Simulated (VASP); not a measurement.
# K (Im-3m) in VASP: a series of runs

K is run at these levels: PBE, HSE06; tasks: single point.

Program: VASP 6.6.1. These are calculated values, not measurements. Logs are shortened: lines on timing, memory, paths and dates and some standing lists are left out, and cuts for length are marked.

### Step 1. The cell of the first run

Symmetry: Im-3m, No. 229, cubic system. The conventional cell has a = 5.283 Å, b = 5.283 Å, c = 5.283 Å, α = 90.00°, β = 90.00°, γ = 90.00°.

### Step 2. Single point, PBE

The input, INCAR:

```
SYSTEM = K
PREC     = Accurate       ! precision mode
ENCUT    = 520            ! plane-wave cutoff, eV
EDIFF    = 1E-6           ! SCF threshold, eV
ISMEAR   = -1             ! smearing method
SIGMA    = 0.2            ! smearing width, eV
LREAL    = .False.        ! projectors in reciprocal space
LASPH    = .True.         ! aspherical terms in the spheres
NELM     = 100            ! most SCF steps
ALGO     = Normal         ! electronic algorithm
ISIF     = 2              ! what is computed and relaxed
LWAVE    = .False.        ! write WAVECAR
LCHARG   = .False.        ! write CHGCAR
GGA      = PE             ! functional
NBANDS   = 10             ! bands
```

The input, KPOINTS:

```
regular mesh
0
Gamma
  9 9 9
  0 0 0
```

The input, POSCAR:

```
K
1.0
   -2.6417142217      2.6417142217      2.6417142217
    2.6417142217     -2.6417142217      2.6417142217
    2.6417142217      2.6417142217     -2.6417142217
K
1
Direct
    0.0000000000      0.0000000000      0.0000000000
```

Potentials or basis: VASP PAW PBE potentials, release 64 (K_sv).

Run with:

```sh
$ cat potpaw_PBE.64/K_sv/POTCAR > POTCAR
$ mpirun -np 1 vasp_std > vasp.out
```

OUTCAR:

```text
SYSTEM = K
   PREC = Accurate
   ENCUT = 520
   EDIFF = 1E-6
   ISMEAR = -1
   LREAL = .False.
   LASPH = .True.
   NELM = 100
   ISIF = 2
   GGA = PE

 ion  position               nearest neighbor table
   1  0.000  0.000  0.000-

  LATTYP: Found a body centered cubic cell.
 ALAT       =     5.2834284434

  Lattice vectors:

 A1 = (  -2.6417142217,   2.6417142217,   2.6417142217)
 A2 = (   2.6417142217,  -2.6417142217,   2.6417142217)
 A3 = (   2.6417142217,   2.6417142217,  -2.6417142217)

Analysis of symmetry for initial positions (statically):
=====================================================================
 Subroutine PRICEL returns:
 Original cell was already a primitive cell.

 Routine SETGRP: Setting up the symmetry group for a
 body centered cubic supercell.

 Subroutine GETGRP returns: Found 48 space group operations
 (whereof 48 operations were pure point group operations)
 out of a pool of 48 trial point group operations.

The static configuration has the point symmetry O_h .

Analysis of symmetry for dynamics (positions and initial velocities):
=====================================================================
 Subroutine PRICEL returns:
 Original cell was already a primitive cell.

 Routine SETGRP: Setting up the symmetry group for a
 body centered cubic supercell.

 Subroutine GETGRP returns: Found 48 space group operations
 (whereof 48 operations were pure point group operations)
 out of a pool of 48 trial point group operations.

The dynamic configuration has the point symmetry O_h .

 Subroutine INISYM returns: Found 48 space group operations
 (whereof 48 operations are pure point group operations),
 and found     1 'primitive' translations

----------------------------------------------------------------------------------------

                                     Primitive cell

  volume of cell :      73.7424

  direct lattice vectors                    reciprocal lattice vectors
    -2.641714222  2.641714222  2.641714222     0.000000000  0.189271041  0.189271041
     2.641714222 -2.641714222  2.641714222     0.189271041  0.000000000  0.189271041
     2.641714222  2.641714222 -2.641714222     0.189271041  0.189271041  0.000000000

  length of vectors
     4.575583251  4.575583251  4.575583251     0.267669673  0.267669673  0.267669673

  position of ions in fractional coordinates (direct lattice)
     0.000000000  0.000000000  0.000000000

  ion indices of the primitive-cell ions
   primitive index   ion index
                 1           1

----------------------------------------------------------------------------------------

 KPOINTS: regular mesh

Automatic generation of k-mesh.
 Grid dimensions read from file:
 generate k-points for:    9    9    9

 Generating k-lattice:

  Cartesian coordinates                     Fractional coordinates (reciprocal lattice)
     0.000000000  0.021030116  0.021030116     0.111111111  0.000000000  0.000000000
     0.021030116  0.000000000  0.021030116     0.000000000  0.111111111  0.000000000
     0.021030116  0.021030116  0.000000000     0.000000000  0.000000000  0.111111111

  Length of vectors
     0.029741075  0.029741075  0.029741075

  Shift w.r.t. Gamma in fractional coordinates (k-lattice)
     0.000000000  0.000000000  0.000000000

 Subroutine IBZKPT returns following result:
 ===========================================

 Found     35 irreducible k-points:

 Following reciprocal coordinates:
            Coordinates               Weight
  0.000000  0.000000  0.000000      1.000000
  0.111111  0.000000  0.000000     12.000000
  0.222222  0.000000  0.000000     12.000000
  0.333333  0.000000  0.000000     12.000000
  0.444444  0.000000  0.000000     12.000000
  0.111111  0.111111  0.000000     24.000000
[... 16 lines left out ...]
 -0.333333  0.444444  0.111111     48.000000
 -0.444444 -0.444444  0.111111     24.000000
 [... further k-points ...]
   k-points           NKPTS =     35   k-points in BZ     NKDIM =     35   number of bands    NBANDS=     10
   number of dos      NEDOS =    301   number of ions     NIONS =      1
   total plane-waves  NPLWV =  46656
   dimension x,y,z NGX =    36 NGY =   36 NGZ =   36
   dimension x,y,z NGXF=    72 NGYF=   72 NGZF=   72
   ions per type =               1
   NGX,Y,Z   is equivalent  to a cutoff of  13.08, 13.08, 13.08 a.u.
   NGXF,Y,Z  is equivalent  to a cutoff of  26.16, 26.16, 26.16 a.u.
 SYSTEM =  K
   PREC   = accura    normal or accurate (medium, high low for compatibility)
   ISTART =      0    job   : 0-new  1-cont  2-samecut
   ICHARG =      2    charge: 1-file 2-atom 10-const
   ISPIN  =      1    spin polarized calculation?
   LNONCOLLINEAR =      F non collinear calculations
   LSORBIT =      F    spin-orbit coupling
   LASPH  =      T    aspherical Exc in radial PAW
   ENCUT  =  520.0 eV  38.22 Ry    6.18 a.u.   8.51  8.51  8.51*2*pi/ulx,y,z
   NELM   =    100;   NELMIN=  2; NELMDL= -5     # of ELM steps
   EDIFF  = 0.1E-05   stopping-criterion for ELM
   LREAL  =      F    real-space projection
   EDIFFG = 0.1E-04   stopping-criterion for IOM
   NSW    =      0    number of steps for IOM
   IBRION =     -1    ionic relax: 0-MD 1-quasi-New 2-CG
   NFREE  =      0    steps in history (QN), initial steepest desc. (CG)
   ISIF   =      2    stress and relaxation
   ISYM   =      2    0-nonsym 1-usesym 2-fastsym
   POTIM  = 0.5000    time-step for ionic-motion
   TEBEG  =    0.0;   TEEND  =   0.0 temperature during run
   PSTRESS=    0.0 pullay stress
   NELECT =       9.0000    total number of electrons
   NUPDOWN=      -1.0000    fix difference up-down
   EMIN   =  10.00;   EMAX   =-10.00  energy-range for DOS
   EFERMI =   0.00;   METHOD = LEGACY
   ISMEAR =    -1;   SIGMA  =   0.20  broadening in eV -4-tet -1-fermi 0-gaus
   EFERMI_NEDOS =   21; number of points for ismear=-14 and -15
   IALGO  =     38    algorithm
   IMIX   =      4    mixing-type and parameters
     AMIX     =   0.40;   BMIX     =  1.00
     AMIX_MAG =   1.60;   BMIX_MAG =  1.00
  volume/ion in A,a.u.               =      73.74       497.64
  Fermi-wavevector in a.u.,A,eV,Ry     =   0.812051  1.534553  8.972041  0.659426
  Thomas-Fermi vector in A             =   1.921523
   LORBIT       =      0    0 simple, 1 ext, 2 COOP (PROOUT), +10 PAW based schemes
   GGA     = PE    functional components
   LHFCALC =     F    Hartree Fock is set to
   AEXX    =    0.0000 exact exchange contribution
   IVDW    =     0    specifies the selected vdW correction
   LEPSILON=     F    determine dielectric tensor
   LRPA    =     F    only Hartree local field effects (RPA)
 non-spin polarized calculation
  energy-cutoff  :      520.00
  volume of cell :       73.74
 maximum number of plane-waves:      2006
 NGX is ok and might be reduce to    36
   NGX = 17   NGY = 17   NGZ = 17

 number of electron       9.0000001 magnetization

 Free energy of the ion-electron system (eV)
  ---------------------------------------------------
  ext. energy  EPLUGINS =         0.00000000
  ---------------------------------------------------
  free energy    TOTEN  =        -1.09885894 eV

  energy without entropy =       -0.99717706  energy(sigma->0) =       -1.04801800

 E-fermi :  -0.1399     XC(G=0):  -5.6445

 val. band max:       -0.1854963069   @ k =  -0.3333   0.4444   0.1111
 cond. band min:      -0.0762859231   @ k =   0.4444   0.0000   0.0000
 fundamental gap:      0.1092103837
 Fermi energy:        -0.1399258886

 k-point     1 :       0.0000    0.0000    0.0000
  band No.  band energies     occupation
      1     -32.2568      2.00000
      2     -15.7067      2.00000
      3     -15.7067      2.00000
      4     -15.7067      2.00000
      5      -2.2778      1.99995
      6       4.1674      0.00000
      7       4.1674      0.00000
      8       4.1674      0.00000
      9       5.0746      0.00000
     10       5.0746      0.00000

 k-point     2 :       0.1111    0.0000    0.0000
  band No.  band energies     occupation
      1     -32.2563      2.00000
      2     -15.7147      2.00000
      3     -15.7094      2.00000
      4     -15.7067      2.00000
      5      -2.1249      1.99990
      6       3.9122      0.00000
      7       3.9759      0.00000
      8       4.2889      0.00000
      9       4.8610      0.00000
     10       5.0378      0.00000

 k-point     3 :       0.2222    0.0000    0.0000
  band No.  band energies     occupation
      1     -32.2551      2.00000
      2     -15.7346      2.00000
      3     -15.7161      2.00000
      4     -15.7067      2.00000
      5      -1.6784      1.99909
      6       3.0613      0.00000
      7       3.5907      0.00000
      8       4.6470      0.00000
      9       4.8693      0.00000
     10       5.0147      0.00000

 k-point     4 :       0.3333    0.0000    0.0000
  band No.  band energies     occupation
      1     -32.2537      2.00000
      2     -15.7571      2.00000
      3     -15.7237      2.00000
      4     -15.7067      2.00000
      5      -0.9740      1.96957
      6       2.0292      0.00004
      7       3.2512      0.00000
      8       4.9126      0.00000
      9       5.1306      0.00000
     10       5.2229      0.00000
[... 222 lines left out ...]
 k-point    22 :      -0.4444    0.4444    0.1111
  band No.  band energies     occupation
      1     -32.2525      2.00000
      2     -15.7695      2.00000
      3     -15.7317      2.00000
      4     -15.7124      2.00000
      5       0.0530      0.55198
      6       1.0721      0.00466
      7       3.0995      0.00000
      8       4.0465      0.00000
      9       5.3712      0.00000
     10       5.9632      0.00000

 k-point    23 :      -0.3333    0.4444    0.1111
  band No.  band energies     occupation
      1     -32.2524      2.00000
      2     -15.7617      2.00000
      3     -15.7355      2.00000
      4     -15.7174      2.00000
      5      -0.1855      1.11344
      6       1.7052      0.00020
      7       2.7463      0.00000
      8       4.1197      0.00000
      9       4.9766      0.00000
     10       5.5956      0.00000

 k-point    24 :      -0.4444   -0.4444    0.1111
  band No.  band energies     occupation
      1     -32.2519      2.00000
      2     -15.7670      2.00000
      3     -15.7391      2.00000
      4     -15.7174      2.00000
      5       0.7349      0.02489
      6       0.7587      0.02213
      7       2.6118      0.00000
      8       4.0546      0.00000
      9       5.1555      0.00000
     10       5.6649      0.00000

 [... further k-points ...]
[... 5 lines left out ...]
  --------------------------------------------------------------------------------------
  -------------------------------------------------------------------------------------
  Total        0.0155329      0.0155329      0.0155329      0.0000000     -0.0000000      0.0000000
  in kB        0.3374773      0.3374773      0.3374773      0.0000000     -0.0000000      0.0000000
  external PRESSURE =       0.3374773 kB  Pullay stress =       0.0000000 kB

 VOLUME and BASIS-vectors are now :
 -----------------------------------------------------------------------------
  energy-cutoff  :      520.00
  volume of cell :       73.74
      direct lattice vectors                 reciprocal lattice vectors
    -2.641714222  2.641714222  2.641714222     0.000000000  0.189271041  0.189271041
     2.641714222 -2.641714222  2.641714222     0.189271041  0.000000000  0.189271041
     2.641714222  2.641714222 -2.641714222     0.189271041  0.189271041  0.000000000

 POSITION                                       TOTAL-FORCE (eV/Angst)
 -----------------------------------------------------------------------------------
      0.00000      0.00000      0.00000         0.000000      0.000000      0.000000
 -----------------------------------------------------------------------------------
    total drift:                               -0.000000      0.000000      0.000000

  FREE ENERGIE OF THE ION-ELECTRON SYSTEM (eV)
  ---------------------------------------------------
  free  energy   TOTEN  =        -1.0988589425 eV

  energy  without entropy=       -0.9971770591  energy(sigma->0) =       -1.04801800
```

Wall time 19 s (1 thread of Intel Xeon 6975P-C, shared host); peak memory 0.2 GiB.

What came out:

```
Free energy : -1.0989 eV
Pressure    : 0.0 GPa
```

Levels at points of the mesh, in eV from the Fermi level:
| k point | band 1 | band 2 | band 3 | band 4 | band 5 | band 6 | band 7 | band 8 | band 9 |
| --- | --- | --- | --- | --- | --- | --- | --- | --- | --- |
| (0.00, 0.00, 0.00) | -32.12 | -15.57 | -15.57 | -15.57 | -2.14 | 4.31 | 4.31 | 4.31 | 5.21 |

### Step 3. Single point, PBE

The input, INCAR:

```
  PREC = Accurate
  ENCUT = 520
  EDIFF = 1E-7
  ISMEAR = -1
  SIGMA = 0.3
  LREAL = False
  LASPH = True
  NELM = 80
  ALGO = Normal
  ISIF = 2
  LWAVE = False
  LCHARG = False
  GGA = PE
  NBANDS = 10
```

The input, KPOINTS:

```
Automatic mesh
0
Gamma
  9 9 9
```

POSCAR is that of step 2.

Potentials or basis: VASP PAW PBE potentials, release 64 (K_sv).

Run with:

```sh
$ cat potpaw_PBE.64/K_sv/POTCAR > POTCAR
$ mpirun -np 1 vasp_std > vasp.out
```

Wall time 19 s (1 thread of Intel Xeon 6975P-C, shared host); peak memory 0.2 GiB.

The run converged. Its results:

```
Free energy : -1.1628 eV
Pressure    : 0.1 GPa
```

Levels at points of the mesh, in eV from the Fermi level:
```
           k point  band 1  band 2  band 3  band 4  band 5  band 6  band 7  band 8  band 9
(0.00, 0.00, 0.00)  -32.08  -15.53  -15.53  -15.53   -2.10    4.34    4.34    4.34    5.25
```

### Step 4. Single point, HSE06

The input, POSCAR:

```
K
1.0
   -2.6417141747      2.6417141747      2.6417141747
    2.6417141747     -2.6417141747      2.6417141747
    2.6417141747      2.6417141747     -2.6417141747
K
1
Direct
    0.0000000000      0.0000000000      0.0000000000
```

The input, INCAR.step1:

```
SYSTEM = K
PREC = Accurate
ENCUT = 520
EDIFF = 1E-5
ISMEAR = -1
SIGMA = 0.1
LREAL = .FALSE.
LASPH = .TRUE.
NELM = 100
ALGO = Normal
ISIF = 2
LWAVE = .TRUE.
LCHARG = .FALSE.
NBANDS = 10
GGA = PE
```

The input, INCAR.step2:

```
SYSTEM = K
PREC = Accurate
ENCUT = 520
EDIFF = 1E-6
ISMEAR = -1
SIGMA = 0.1
LREAL = .FALSE.
LASPH = .TRUE.
NELM = 100
ALGO = Normal
ISIF = 2
LWAVE = .FALSE.
LCHARG = .FALSE.
GGA = PE
LHFCALC = .TRUE.
HFSCREEN = 0.2079
PRECFOCK = Normal
NBANDS = 10
ISTART = 1
```

The input, KPOINTS:

```
regular mesh
0
G
  5 5 5
  0 0 0
```

Run with:

```sh
$ cat potpaw_PBE.64/K_sv/POTCAR > POTCAR
$ cp INCAR.step1 INCAR
$ mpirun -np 1 vasp_std > vasp.out
$ cp INCAR.step2 INCAR
$ mpirun -np 1 vasp_std > vasp.out
```

Run time: 5.1 min. Hardware: 1 thread of AMD EPYC 7R43 (Zen 3), shared host; peak memory 0.26 GiB.

The run converged. Its results:

```yaml
Free_energy: -1.1296 eV
Pressure: 0.1 GPa
```

Levels at points of the mesh, in eV from the Fermi level:
```
           k point  band 1  band 2  band 3  band 4  band 5  band 6  band 7  band 8
(0.00, 0.00, 0.00)  -35.20  -17.29  -17.29  -17.29   -2.55    4.89    4.89    4.89
```

Caveat: the PAW data sets were made with another functional, which shifts forces and pressure a little.

### Step 5. The runs side by side

| level | k mesh | smearing | grid for exact exchange (PRECFOCK) | screening parameter | gap on the mesh (eV) | pressure (GPa) |
| --- | --- | --- | --- | --- | --- | --- |
| PBE | 9 × 9 × 9 | fermi-dirac 0.2 eV | - | - | none | 0.0 |
| PBE | 9 × 9 × 9 | fermi-dirac 0.3 eV | - | - | none | 0.1 |
| HSE06 | 5 × 5 × 5 | fermi-dirac 0.1 eV | Normal | 0.2079 1/Å | none | 0.1 |

Alike in all rows: task single point; potentials or basis VASP PAW PBE potentials, release 64 (K_sv); no spin polarisation; cell as given; cutoff (eV) 520.

Every run on the cell as given and a fine mesh finds a metal.

Caveats: the PAW data sets were made with another functional, which shifts forces and pressure a little (some runs).

Total energies depend on the potentials used, so only differences within one code and one set of settings carry meaning.
